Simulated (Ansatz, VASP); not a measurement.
# Two plane-wave programs on HgTe

Contents of POSCAR:

```
HgTe
1.0
    0.0000000000      3.3915579989      3.3915579989
    3.3915579989      0.0000000000      3.3915579989
    3.3915579989      3.3915579989      0.0000000000
Hg Te
1 1
Direct
    0.0000000000      0.0000000000      0.0000000000
    0.2500000000      0.2500000000      0.2500000000
```

The input INCAR.step1:

```
  PREC = Accurate
  ENCUT = 520
  ISMEAR = 0
  SIGMA = 0.1
  LREAL = F
  LASPH = T
  NELM = 80
  NBANDS = 16
  GGA = PE
  ALGO = Normal
  EDIFF = 1E-4
  LWAVE = T
  LCHARG = F
```

The input INCAR.step2:

```
  PREC = Accurate
  ENCUT = 520
  EDIFF = 1E-7
  ISMEAR = 0
  SIGMA = 0.1
  LREAL = F
  LASPH = T
  NELM = 80
  ALGO = Normal
  ISIF = 2
  LWAVE = F
  LCHARG = T
  METAGGA = R2SCAN
  LMIXTAU = T
  LELF = T
  LVHAR = T
  NBANDS = 16
  ISTART = 1
```

KPOINTS

```
regular mesh
0
Gamma
  12 12 12
```

Input for Ansatz:

```yaml
crystal:
  lattice:
    - [0.0, 3.3915579989, 3.3915579989]
    - [3.3915579989, 0.0, 3.3915579989]
    - [3.3915579989, 3.3915579989, 0.0]
  atoms:
    - { symbol: Hg, position: [0.0, 0.0, 0.0] }
    - { symbol: Te, position: [0.25, 0.25, 0.25] }
basis:
  ecutwfc: 500
kpoints:
  mp_grid: { grid: [12, 12, 12] }
hamiltonian:
  xc: r2scan
scf:
  occupations: { method: gaussian, width: 0.1 }
output:
  forces: true
  stress: true
  eigenvalues: true
  write_density: true
  write_potential: true
  elf: true
  volumetric_format: npy
```

Alike in both runs: task single point; functional r2SCAN; k mesh 12 × 12 × 12; occupations gaussian, width 0.1 eV; no spin polarisation.

```csv
,VASP,Ansatz
version,VASP 6.6.1,Ansatz 0.2.0
potentials or method,"VASP PAW PBE potentials, release 64 (Hg, Te), cutoff 520 eV","scalar-relativistic, plane waves, PAW"
valence electrons in the cell,18,36
```

Ansatz gave:

```
gap on the k mesh at the Fermi level (eV) : none
pressure (GPa)                            : -3.0
```

**Question.** What did VASP give for the same quantities?

**Answer.** gap on the k mesh at the Fermi level (eV): none; pressure (GPa): -2.9.

VASP's potentials were made for PBE, not for r2SCAN. A gap of «none» marks a metal or a gap that the smearing closes. VASP's potentials hold 18 valence electrons a cell and Ansatz's 36, so a difference there can come from the potentials and not from the codes.

Neither program's run includes spin-orbit coupling.
